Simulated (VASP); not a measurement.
# K2PdC2 (P3m1) in VASP: single point with LDA

Aim: the single point of K2PdC2 with LDA.

All numbers are computed with VASP 6.6.1; they aren't measurements. Logs are shortened: lines on timing, memory, paths and dates and some standing lists are left out, and cuts for length are marked.

### Step 1. The cell of the first run

It takes space group P3m1 (No. 156, trigonal). Conventional cell: a = 5.118 Å, b = 5.118 Å, c = 5.258 Å, α = 90.00°, β = 90.00°, γ = 120.00°. Within 4.0 Å of K (site symmetry 3m) lie 6 C at 3.04 to 3.56 Å and 3 Pd at 3.22 Å and 3 K at 3.88 Å. K (site symmetry 3m) has 6 C at 3.00 to 3.45 Å and 3 Pd at 3.30 Å and 3 K at 3.88 Å within 4.0 Å. Pd (site symmetry 3m) has 2 C at 2.00 Å within 2.6 Å. C (site symmetry 3m) has 1 C at 1.26 Å within 1.7 Å. C (site symmetry 3m) has 1 C at 1.26 Å within 1.7 Å.

### Step 2. Single point, LDA (atom 1 (K) moved by (+0.000, +0.200) A along [1 1 0] and z)

The input, INCAR:

```
ALGO = Normal
EDIFF = 1E-6
ENCUT = 520
GGA = CA
ISIF = 2
ISMEAR = 0
LASPH = True
LCHARG = False
LREAL = False
LWAVE = False
NBANDS = 26
NELM = 100
PREC = Accurate
SIGMA = 0.05
```

The input, KPOINTS:

```
k-points
0
Gamma
  6 6 6
```

The input, POSCAR:

```
K2PdC2
1.0
    5.1181840614      0.0000000000      0.0000000000
   -2.5590920307      4.4324774185      0.0000000000
    0.0000000000      0.0000000000      5.2581371800
K Pd C
2 1 2
Direct
    0.6666666667      0.3333333333      0.7582344942
    0.3333333333      0.6666666667      0.2798017900
    0.0000000000      0.0000000000      0.0000000000
    0.0000000000      0.0000000000      0.6201967800
    0.0000000000      0.0000000000      0.3798032200
```

Potentials or basis: VASP PAW LDA potentials, release 64 (K_sv, Pd, C).

Run with:

```console
cat potpaw_LDA.64/K_sv/POTCAR potpaw_LDA.64/Pd/POTCAR potpaw_LDA.64/C/POTCAR > POTCAR
mpirun -np 1 vasp_std > vasp.out
```

OUTCAR:

```text
EDIFF = 1E-6
   ENCUT = 520
   GGA = CA
   ISIF = 2
   ISMEAR = 0
   LASPH = True
   LREAL = False
   NELM = 100
   PREC = Accurate

 ion  position               nearest neighbor table
   1  0.667  0.333  0.758-   3 3.22   3 3.22   3 3.22
   2  0.333  0.667  0.280-   3 3.30   3 3.30   3 3.30
   3  0.000  0.000  0.000-   4 2.00   5 2.00   1 3.22   1 3.22   1 3.22   2 3.30   2 3.30   2 3.30

   4  0.000  0.000  0.620-   5 1.26   3 2.00
   5  0.000  0.000  0.380-   4 1.26   3 2.00

  LATTYP: Found a hexagonal cell.
 ALAT       =     5.1181840614
 C/A-ratio  =     1.0273442918

  Lattice vectors:

 A1 = (   5.1181840614,   0.0000000000,   0.0000000000)
 A2 = (  -2.5590920307,   4.4324774185,   0.0000000000)
 A3 = (   0.0000000000,   0.0000000000,   5.2581371800)

Analysis of symmetry for initial positions (statically):
=====================================================================
 Subroutine PRICEL returns:
 Original cell was already a primitive cell.

 Routine SETGRP: Setting up the symmetry group for a
 hexagonal supercell.

 Subroutine GETGRP returns: Found  6 space group operations
 (whereof  6 operations were pure point group operations)
 out of a pool of 24 trial point group operations.

The static configuration has the point symmetry C_3v.

Analysis of symmetry for dynamics (positions and initial velocities):
=====================================================================
 Subroutine PRICEL returns:
 Original cell was already a primitive cell.

 Routine SETGRP: Setting up the symmetry group for a
 hexagonal supercell.

 Subroutine GETGRP returns: Found  6 space group operations
 (whereof  6 operations were pure point group operations)
 out of a pool of 24 trial point group operations.

The dynamic configuration has the point symmetry C_3v.

 Subroutine INISYM returns: Found  6 space group operations
 (whereof  6 operations are pure point group operations),
 and found     1 'primitive' translations

----------------------------------------------------------------------------------------

                                     Primitive cell

  volume of cell :     119.2873

  direct lattice vectors                    reciprocal lattice vectors
     5.118184061  0.000000000  0.000000000     0.195381797  0.112803733  0.000000000
    -2.559092031  4.432477419  0.000000000     0.000000000  0.225607466  0.000000000
     0.000000000  0.000000000  5.258137180     0.000000000  0.000000000  0.190181421

  length of vectors
     5.118184061  5.118184061  5.258137180     0.225607466  0.225607466  0.190181421

  position of ions in fractional coordinates (direct lattice)
     0.666666667  0.333333333  0.758234494
     0.333333333  0.666666667  0.279801790
     0.000000000  0.000000000  0.000000000
     0.000000000  0.000000000  0.620196780
     0.000000000  0.000000000  0.379803220

  ion indices of the primitive-cell ions
   primitive index   ion index
                 1           1
                 2           2
                 3           3
                 4           4
                 5           5

----------------------------------------------------------------------------------------

 KPOINTS: k-points

Automatic generation of k-mesh.
 Grid dimensions read from file:
 generate k-points for:    6    6    6

 Generating k-lattice:

  Cartesian coordinates                     Fractional coordinates (reciprocal lattice)
     0.032563633  0.018800622  0.000000000     0.166666667  0.000000000  0.000000000
     0.000000000  0.037601244  0.000000000     0.000000000  0.166666667  0.000000000
     0.000000000  0.000000000  0.031696903     0.000000000  0.000000000  0.166666667

  Length of vectors
     0.037601244  0.037601244  0.031696903

  Shift w.r.t. Gamma in fractional coordinates (k-lattice)
     0.000000000  0.000000000  0.000000000

 Subroutine IBZKPT returns following result:
 ===========================================

 Found     34 irreducible k-points:

 Following reciprocal coordinates:
            Coordinates               Weight
  0.000000  0.000000  0.000000      1.000000
  0.166667 -0.000000  0.000000      6.000000
  0.333333  0.000000  0.000000      6.000000
  0.500000  0.000000  0.000000      3.000000
  0.166667  0.166667  0.000000      6.000000
  0.333333  0.166667  0.000000     12.000000
[... 16 lines left out ...]
  0.500000  0.000000  0.333333      6.000000
  0.166667  0.166667  0.333333     12.000000
 [... further k-points ...]
   k-points           NKPTS =     34   k-points in BZ     NKDIM =     34   number of bands    NBANDS=     26
   number of dos      NEDOS =    301   number of ions     NIONS =      5
   total plane-waves  NPLWV =  64000
   dimension x,y,z NGX =    40 NGY =   40 NGZ =   40
   dimension x,y,z NGXF=    80 NGYF=   80 NGZF=   80
   ions per type =               2   1   2
   NGX,Y,Z   is equivalent  to a cutoff of  12.99, 12.99, 12.65 a.u.
   NGXF,Y,Z  is equivalent  to a cutoff of  25.99, 25.99, 25.29 a.u.
 SYSTEM =  unknown system
   PREC   = accura    normal or accurate (medium, high low for compatibility)
   ISTART =      0    job   : 0-new  1-cont  2-samecut
   ICHARG =      2    charge: 1-file 2-atom 10-const
   ISPIN  =      1    spin polarized calculation?
   LNONCOLLINEAR =      F non collinear calculations
   LSORBIT =      F    spin-orbit coupling
   LASPH  =      T    aspherical Exc in radial PAW
   ENCUT  =  520.0 eV  38.22 Ry    6.18 a.u.   9.52  9.52  9.78*2*pi/ulx,y,z
   NELM   =    100;   NELMIN=  2; NELMDL= -5     # of ELM steps
   EDIFF  = 0.1E-05   stopping-criterion for ELM
   LREAL  =      F    real-space projection
   EDIFFG = 0.1E-04   stopping-criterion for IOM
   NSW    =      0    number of steps for IOM
   IBRION =     -1    ionic relax: 0-MD 1-quasi-New 2-CG
   NFREE  =      0    steps in history (QN), initial steepest desc. (CG)
   ISIF   =      2    stress and relaxation
   ISYM   =      2    0-nonsym 1-usesym 2-fastsym
   POTIM  = 0.5000    time-step for ionic-motion
   TEBEG  =    0.0;   TEEND  =   0.0 temperature during run
   PSTRESS=    0.0 pullay stress
   NELECT =      36.0000    total number of electrons
   NUPDOWN=      -1.0000    fix difference up-down
   EMIN   =  10.00;   EMAX   =-10.00  energy-range for DOS
   EFERMI =   0.00;   METHOD = LEGACY
   ISMEAR =     0;   SIGMA  =   0.05  broadening in eV -4-tet -1-fermi 0-gaus
   EFERMI_NEDOS =   21; number of points for ismear=-14 and -15
   IALGO  =     38    algorithm
   IMIX   =      4    mixing-type and parameters
     AMIX     =   0.40;   BMIX     =  1.00
     AMIX_MAG =   1.60;   BMIX_MAG =  1.00
  volume/ion in A,a.u.               =      23.86       161.00
  Fermi-wavevector in a.u.,A,eV,Ry     =   1.098106  2.075119 16.406402  1.205837
  Thomas-Fermi vector in A             =   2.234478
   LORBIT       =      0    0 simple, 1 ext, 2 COOP (PROOUT), +10 PAW based schemes
   GGA     = CA    functional components
   LHFCALC =     F    Hartree Fock is set to
   AEXX    =    0.0000 exact exchange contribution
   IVDW    =     0    specifies the selected vdW correction
   LEPSILON=     F    determine dielectric tensor
   LRPA    =     F    only Hartree local field effects (RPA)
 non-spin polarized calculation
 Gauss-broadening in eV      SIGMA  =   0.05
  energy-cutoff  :      520.00
  volume of cell :      119.29
 maximum number of plane-waves:      3247
 NGX is ok and might be reduce to    40
   NGX = 19   NGY = 19   NGZ = 19

 number of electron      36.0000006 magnetization

 Free energy of the ion-electron system (eV)
  ---------------------------------------------------
  ext. energy  EPLUGINS =         0.00000000
  ---------------------------------------------------
  free energy    TOTEN  =       -28.74603720 eV

  energy without entropy =      -28.74603720  energy(sigma->0) =      -28.74603720

 E-fermi :   1.1445     XC(G=0):  -8.6230

 val. band max:        0.8338419914   @ k =   0.0000   0.0000   0.5000
 cond. band min:       2.1820145555   @ k =   0.5000   0.0000   0.5000
 fundamental gap:      1.3481725641
 Fermi energy:         1.1445225617

 k-point     1 :       0.0000    0.0000    0.0000
  band No.  band energies     occupation
      1     -28.6764      2.00000
      2     -28.6321      2.00000
      3     -12.6610      2.00000
      4     -12.4511      2.00000
      5     -12.4511      2.00000
      6     -12.3514      2.00000
[... 18 lines left out ...]
     25       7.0770      0.00000
     26       7.1121      0.00000

 k-point     2 :       0.1667   -0.0000    0.0000
  band No.  band energies     occupation
      1     -28.6736      2.00000
      2     -28.6342      2.00000
      3     -12.6580      2.00000
      4     -12.4784      2.00000
      5     -12.4612      2.00000
      6     -12.3972      2.00000
[... 18 lines left out ...]
     25       6.8800      0.00000
     26       7.3205      0.00000

 k-point     3 :       0.3333    0.0000    0.0000
  band No.  band energies     occupation
      1     -28.6668      2.00000
      2     -28.6398      2.00000
      3     -12.7119      2.00000
      4     -12.5246      2.00000
      5     -12.4790      2.00000
      6     -12.3994      2.00000
[... 18 lines left out ...]
     25       6.8764      0.00000
     26       7.8782      0.00000

 k-point     4 :       0.5000    0.0000    0.0000
  band No.  band energies     occupation
      1     -28.6619      2.00000
      2     -28.6441      2.00000
      3     -12.7620      2.00000
      4     -12.5060      2.00000
      5     -12.4872      2.00000
      6     -12.4245      2.00000
[... 18 lines left out ...]
     25       6.8794      0.00000
     26       7.5294      0.00000
[... 496 lines left out ...]
      1     -28.6618      2.00000
      2     -28.6444      2.00000
      3     -12.6869      2.00000
      4     -12.5722      2.00000
      5     -12.4459      2.00000
      6     -12.4032      2.00000
[... 18 lines left out ...]
     25       6.9354      0.00000
     26       7.3078      0.00000

 k-point    23 :       0.5000    0.0000    0.3333
  band No.  band energies     occupation
      1     -28.6596      2.00000
      2     -28.6460      2.00000
      3     -12.7416      2.00000
      4     -12.5512      2.00000
      5     -12.4484      2.00000
      6     -12.4274      2.00000
[... 18 lines left out ...]
     25       7.0308      0.00000
     26       7.4137      0.00000

 k-point    24 :       0.1667    0.1667    0.3333
  band No.  band energies     occupation
      1     -28.6627      2.00000
      2     -28.6438      2.00000
      3     -12.6870      2.00000
      4     -12.5400      2.00000
      5     -12.4580      2.00000
      6     -12.3834      2.00000
[... 18 lines left out ...]
     25       7.0341      0.00000
     26       7.2781      0.00000

 [... further k-points ...]
[... 5 lines left out ...]
  --------------------------------------------------------------------------------------
  -------------------------------------------------------------------------------------
  Total       -1.3084315     -1.3084315     -2.6087912      0.0000000      0.0000000      0.0000000
  in kB      -17.5738625    -17.5738625    -35.0393110      0.0000000      0.0000000      0.0000000
  external PRESSURE =     -23.3956787 kB  Pullay stress =       0.0000000 kB

 VOLUME and BASIS-vectors are now :
 -----------------------------------------------------------------------------
  energy-cutoff  :      520.00
  volume of cell :      119.29
      direct lattice vectors                 reciprocal lattice vectors
     5.118184061  0.000000000  0.000000000     0.195381797  0.112803733  0.000000000
    -2.559092031  4.432477419  0.000000000     0.000000000  0.225607466  0.000000000
     0.000000000  0.000000000  5.258137180     0.000000000  0.000000000  0.190181421

 POSITION                                       TOTAL-FORCE (eV/Angst)
 -----------------------------------------------------------------------------------
      2.55909      1.47749      3.98690         0.000000     -0.000000     -0.124717
     -0.00000      2.95498      1.47124        -0.000000      0.000000      0.079462
      0.00000      0.00000      0.00000         0.000000      0.000000      0.064049
      0.00000      0.00000      3.26108         0.000000     -0.000000      0.343053
      0.00000      0.00000      1.99706         0.000000      0.000000     -0.361848
 -----------------------------------------------------------------------------------
    total drift:                               -0.000000      0.000000      0.000002

  FREE ENERGIE OF THE ION-ELECTRON SYSTEM (eV)
  ---------------------------------------------------
  free  energy   TOTEN  =       -28.7460372008 eV

  energy  without entropy=      -28.7460372008  energy(sigma->0) =      -28.74603720
```

Wall time 87 s (1 thread of Intel Xeon Platinum 8488C (Sapphire Rapids), shared host); peak memory 0.26 GiB.

Results:

```
Free energy            : -28.7460 eV
Pressure               : -2.3 GPa
Largest force          : 0.362 eV/Å
Band gap on the k mesh : 1.35 eV, indirect (least direct gap 1.38 eV)
```

Forces on the atoms (eV/Å):
```
K    0.000  0.000 -0.125
K    0.000  0.000  0.079
Pd   0.000  0.000  0.064
C    0.000  0.000  0.343
C    0.000  0.000 -0.362
```

Levels at points of the mesh, in eV from the valence-band top:
```
           k point  band 15  band 16  band 17  band 18  band 19  band 20  band 21  band 22
(0.00, 0.00, 0.00)    -1.94    -1.59    -1.19    -1.19     3.89     4.36     5.29     5.29
(0.50, 0.00, 0.00)    -1.90    -1.29    -1.12    -0.58     2.46     3.53     4.56     5.37
(0.00, 0.00, 0.50)    -1.20    -1.20     0.00     0.00     2.63     2.63     3.55     4.60
(0.50, 0.00, 0.50)    -1.12    -0.83    -0.07    -0.03     1.35     2.89     4.59     4.75
```

Caveat: the cell differs from its parent crystal (atom 1 (K) moved by (+0.000, +0.200) A along [1 1 0] and z). A k mesh can miss the band edges.
